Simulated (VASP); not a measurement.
# Ti5Al2C3 in VASP: notebook, part 2 of 2

VASP 6.6.1. The steps go on from the part before.

### 4 Single point, PBEsol

File INCAR:

```
SYSTEM = Ti5Al2C3
PREC     = Accurate       ! precision mode
ENCUT    = 520            ! plane-wave cutoff, eV
EDIFF    = 1E-6           ! SCF threshold, eV
ISMEAR   = -1             ! smearing method
SIGMA    = 0.3619         ! smearing width, eV
LREAL    = Auto         
LASPH    = .TRUE.         ! aspherical terms in the spheres
NELM     = 120            ! most SCF steps
ALGO     = Normal         ! electronic algorithm
ISIF     = 2              ! what is computed and relaxed
LWAVE    = .FALSE.        ! write WAVECAR
LCHARG   = .TRUE.         ! write CHGCAR
GGA      = PS             ! functional
LELF     = .TRUE.         ! ELF
LVHAR    = .TRUE.       
ISYM     = -1           
NBANDS   = 94             ! bands
GGA_COMPAT= .FALSE.
```

File KPOINTS:

```
explicit points
1
Reciprocal
  0.25000000   0.25000000   0.25000000 1
```

File POSCAR:

```
Ti5Al2C3
1.0
    6.5014610000     -0.0292500000      0.0858630000
   -0.0292500000      6.6734590000      0.0542490000
    0.0858630000      0.0542490000      6.9054160000
Ti Al C
10 4 6
Direct
    0.6810641318      0.3955016204      0.8344168147
    0.2154729653      0.3360239249      0.2342291736
    0.6079493736      0.7917045064      0.3588998063
    0.3676765374      0.6449437820      0.5630823160
    0.1370415220     -0.0546770862      0.4783269221
    0.0657400277      0.7960728139      0.1086952922
    0.6681904940      0.3677817419      0.2522294628
    0.8014012845      0.8352170246      0.7309889213
    0.5058385906      0.8361906696      1.0172100672
    0.1949627318      0.4693285677      0.7926727817
   -0.0749845181      0.5611916989      0.4691866945
    0.8790730950      0.1531669665      0.0070308570
    0.2259056987      0.0884526871      0.7947678444
    0.5718667211      0.1414700254      0.5474513339
    0.6151335038      0.0436038446      0.8650516243
   -0.0892916417      0.5368391344     -0.0586321140
    0.7552556699      0.7129424495      0.9920371296
    0.3121884238      0.8857225369      0.2820600531
    0.3013403156      1.0969603594      0.2368747971
    0.6376532165      0.4941302553      0.4994443651
```

Potentials or basis: VASP PAW PBE potentials, release 64 (Ti_sv, Al, C).

On the command line:

```bash
cat potpaw_PBE.64/Ti_sv/POTCAR potpaw_PBE.64/Al/POTCAR potpaw_PBE.64/C/POTCAR > POTCAR
mpirun -np 1 vasp_std > vasp.out
```

OUTCAR:

```text
SYSTEM = Ti5Al2C3
   PREC = Accurate
   ENCUT = 520
   EDIFF = 1E-6
   ISMEAR = -1
   LREAL = Auto
   LASPH = .TRUE.
   NELM = 120
   ISIF = 2
   GGA = PS
   ISYM = -1

 ion  position               nearest neighbor table
   1  0.681  0.396  0.834-  16 1.93  15 2.39  12 2.40  20 2.42  17 2.45  14 2.73   7 2.89  11 3.13

   2  0.215  0.336  0.234-  19 1.69  11 2.90  12 2.99
   3  0.608  0.792  0.359-  18 2.11  20 2.21   4 2.28   9 2.48  14 2.70  11 2.70   8 2.91
[... 267 lines left out ...]
  Total        5.9090510      3.3301608     12.7268966    -10.7514302     -2.3950273     -4.6843656
  in kB       31.6070918     17.8127922     68.0752614    -57.5086326    -12.8108299    -25.0563374
  external PRESSURE =      39.1650485 kB  Pullay stress =       0.0000000 kB

 VOLUME and BASIS-vectors are now :
 -----------------------------------------------------------------------------
  energy-cutoff  :      520.00
  volume of cell :      299.53
      direct lattice vectors                 reciprocal lattice vectors
     6.501461000 -0.029250000  0.085863000     0.153840020  0.000689880 -0.001918290
    -0.029250000  6.673459000  0.054249000     0.000689880  0.149859992 -0.001185879
     0.085863000  0.054249000  6.905416000    -0.001918290 -0.001185879  0.144847036

 POSITION                                       TOTAL-FORCE (eV/Angst)
 -----------------------------------------------------------------------------------
      4.48799      2.66471      5.84193        -2.814668      1.034093     -2.022586
      1.41117      2.24885      1.65418        -2.284506      5.961165     -0.702637
      3.96022      5.28509      2.57350         2.358707      0.606052     -0.315087
      2.41992      4.32380      3.95487         0.350014     -0.138304     -0.240097
      0.90439      6.33051      3.36610        -3.705848      2.059986      0.757651
      0.41345      5.31653      0.79942        -1.125077     -1.077797     -1.039514
[... 12 lines left out ...]
      1.97665      0.65110      1.66685         2.203285     -5.890158      0.483427
      4.17411      3.30600      3.53043        -0.873862     -0.411764      1.944175
 -----------------------------------------------------------------------------------
    total drift:                               -0.005742      0.017943     -0.009215

  FREE ENERGIE OF THE ION-ELECTRON SYSTEM (eV)
  ---------------------------------------------------
  free  energy   TOTEN  =      -151.8228897615 eV

  energy  without entropy=     -144.9407906326  energy(sigma->0) =     -148.38184020
```

OSZICAR:

```text
N       E                     dE             d eps       ncg     rms          rms(c)
DAV:   1     0.221215145150E+04    0.22122E+04   -0.74440E+04   188   0.188E+03
DAV:   2     0.192164235383E+03   -0.20200E+04   -0.19732E+04   188   0.603E+02
DAV:   3    -0.136559156564E+03   -0.32872E+03   -0.31967E+03   292   0.209E+02
[... 37 lines left out ...]
DAV:  41    -0.151822884757E+03   -0.19132E-05   -0.19126E-05   112   0.223E-04    0.219E-03
DAV:  42    -0.151822886416E+03   -0.16588E-05   -0.16606E-05   112   0.263E-04    0.227E-03
DAV:  43    -0.151822887718E+03   -0.13023E-05   -0.13027E-05   112   0.199E-04    0.239E-03
DAV:  44    -0.151822888799E+03   -0.10804E-05   -0.10805E-05   112   0.153E-04    0.251E-03
DAV:  45    -0.151822889761E+03   -0.96267E-06   -0.96273E-06   112   0.166E-04
   1 F= -.15182289E+03 E0= -.14838184E+03  d E =-.688210E+01
```

stdout:

```text
POSCAR found type information on POSCAR TiAlC
 POSCAR found :  3 types and      20 ions
 scaLAPACK will be used
 -----------------------------------------------------------------------------
|                                                                             |
|                                                                             |
|     You enforced a specific xc type in the INCAR file but a different       |
|     I HOPE YOU KNOW WHAT YOU ARE DOING!                                     |
|                                                                             |
 -----------------------------------------------------------------------------

 LDA part: xc-table for (Slater+PW92), standard interpolation
 POSCAR, INCAR and KPOINTS ok, starting setup
 FFT: planning ... GRIDC
 FFT: planning ... GRID_SOFT
 FFT: planning ... GRID
 WAVECAR not read
 entering main loop
```

It took 2.8 min on 1 thread of Intel Xeon 8259CL, shared host; peak memory 0.31 GiB.

Results:

* Free energy: -151.8229 eV
* Pressure: 3.9 GPa
* Largest force: 6.785 eV/Å

Forces on the atoms (eV/Å):
```
Ti  -2.815  1.034 -2.023
Ti  -2.285  5.961 -0.703
Ti   2.359  0.606 -0.315
Ti   0.350 -0.138 -0.240
Ti  -3.706  2.060  0.758
Ti  -1.125 -1.078 -1.040
Ti  -0.291  0.260 -2.087
Ti   0.543  0.545  0.269
Ti  -4.487 -0.643  0.368
Ti  -2.019  0.577  1.500
Al   2.702 -0.004  0.171
Al   1.139 -1.728  0.514
Al   1.066 -0.898  1.896
Al  -0.993 -0.148  1.279
C    0.893  4.250 -3.086
C    0.676  2.769  1.251
C    3.727 -5.438  1.601
C    2.937 -1.685 -2.544
C    2.203 -5.890  0.483
C   -0.874 -0.412  1.944
```

Caveat: the atoms stand as in a frame of molecular dynamics; so wide a smearing shifts energies and pressures; the PAW data sets were made with another functional, which shifts forces and pressure a little.

### 5 Summary

```tsv
cell	pressure (GPa)	largest force (eV/Å)
as given, atomic positions A	-1.4	5.13
as given, atomic positions B	-0.9	8.29
as given, atomic positions C	3.9	6.78
```

Alike in all rows: task single point; level PBEsol; potentials or basis VASP PAW PBE potentials, release 64 (Ti_sv, Al, C); no spin polarisation; k mesh 1 × 1 × 1, shifted; cutoff (eV) 520; smearing fermi-dirac 0.3619 eV.

Caveats: the atoms stand as in a frame of molecular dynamics; so wide a smearing shifts energies and pressures; the PAW data sets were made with another functional, which shifts forces and pressure a little.

Total energies depend on the potentials used, so only differences within one code and one set of settings carry meaning.
